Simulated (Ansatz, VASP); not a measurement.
# Ca in VASP and in Ansatz

```
Ca
1.0
    -2.24000    2.24000    2.24000
     2.24000   -2.24000    2.24000
     2.24000    2.24000   -2.24000
Ca
1
Direct
  0.00000 0.00000 0.00000
```

Alike in both runs: task relaxation of cell and atoms; functional revPBE; k mesh 8 × 8 × 8; occupations fermi-dirac, width 0.05 eV; no spin polarisation.

|  | VASP | Ansatz |
| --- | --- | --- |
| version | VASP 6.6.1 | Ansatz 0.2.0 |
| potentials or method | VASP PAW PBE potentials, release 64 (Ca_sv), cutoff 600 eV | all-electron LAPW, scalar-relativistic |

|  | VASP | Ansatz | Ansatz less VASP |
| --- | --- | --- | --- |
| relaxed volume (Å³/atom) | 44.09 | 44.00 | -0.091 |
| relaxed cell length with the largest relative difference (Å) | 3.855 | 3.852 | -0.0027 |

VASP's potentials were made for PBE, not for revPBE. Ansatz ran all-electron here, and VASP with PAW potentials.
